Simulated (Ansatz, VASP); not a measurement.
# Zr in VASP and in Ansatz

```
CELL_PARAMETERS angstrom
0.00000 2.26835 2.26835
2.26835 0.00000 2.26835
2.26835 2.26835 0.00000
ATOMIC_POSITIONS crystal
Zr 0.00000 0.00000 0.00000
```

Alike in both runs: task single point; functional r2SCAN; k mesh 16 × 16 × 16; occupations gaussian, width 0.05 eV; no spin polarisation.

```csv
,VASP,Ansatz
version,VASP 6.6.1,Ansatz 0.2.0
potentials or method,"VASP PAW PBE potentials, release 64 (Zr_sv), cutoff 520 eV","scalar-relativistic, plane waves, PAW"
valence electrons in the cell,12,12
```

```csv
,VASP,Ansatz,Ansatz less VASP
pressure (GPa),0.0,0.0,-0.03
```

VASP's potentials were made for PBE, not for r2SCAN. With one functional, cell and mesh, what is left measures potentials, basis and numerics.
